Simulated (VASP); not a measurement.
Write the native input for VASP 6.6.1 that does the following.

| Item | Value |
| --- | --- |
| Task | single point |
| Functional | PBE |
| Potentials or basis | VASP PAW PBE potentials, release 64 (Ir) |
| Cutoff | 520 eV |
| k mesh | 18 × 18 × 10 |
| Occupations | gaussian, width 0.05 eV |
| Spin | non-collinear spin, zero start, spin-orbit coupling |
| Starting moments | [[0.0, 0.0, 0.0], [0.0, 0.0, 0.0]] μB |
| Dipole correction | no |
| Further INCAR settings | ALGO = Normal; EDIFF = 1e-06; NBANDS = 30 |

The structure of Ir lies in POSCAR:

```
Ir
1.0
    2.7516461230      0.0000000000      0.0000000000
   -1.3758230615      2.3829954447      0.0000000000
    0.0000000000      0.0000000000      4.4647801459
Ir
2
Direct
    0.3333333333      0.6666666667      0.7500000000
    0.6666666667      0.3333333333      0.2500000000
```

This isn't the form of Ir at room conditions, which is fcc.

These files were run (other wordings do the same):

INCAR

```
SYSTEM = Ir
PREC     = Accurate       ! precision mode
ENCUT    = 520            ! plane-wave cutoff, eV
EDIFF    = 1E-6           ! SCF threshold, eV
ISMEAR   = 0              ! smearing method
SIGMA    = 0.05           ! smearing width, eV
LREAL    = .False.        ! projectors in reciprocal space
LASPH    = .True.         ! aspherical terms in the spheres
NELM     = 150            ! most SCF steps
ALGO     = Normal         ! electronic algorithm
ISIF     = 2              ! what is computed and relaxed
LWAVE    = .False.        ! write WAVECAR
LCHARG   = .False.        ! write CHGCAR
LNONCOLLINEAR= .True.         ! non-collinear magnetism
MAGMOM   = 0 0 0 0 0 0    ! initial moments
LORBIT   = 11             ! projections on sites
LSORBIT  = .True.         ! spin-orbit coupling
GGA_COMPAT= .False.      
LORBMOM  = .True.       
LMAXMIX  = 4              ! l up to which the mixer works
GGA      = PE             ! functional
NBANDS   = 30             ! bands
```

KPOINTS

```
regular mesh
0
Gamma
  18 18 10
  0 0 0
```

Potentials or basis: VASP PAW PBE potentials, release 64 (Ir).

Command:

```sh
$ cat potpaw_PBE.64/Ir/POTCAR > POTCAR
$ mpirun -np 1 vasp_ncl > vasp.out
```

It gave:

| Item | Value |
| --- | --- |
| Pressure | -0.2 GPa |
| Net moment | 0.00 μB per cell |
| Valence electrons inside the program's atomic spheres | Ir 8.29 |

It took 2.6 min on 1 thread of AMD EPYC 9R45 96-Core Processor (Zen 5) (shared host), peak memory 0.36 GiB.
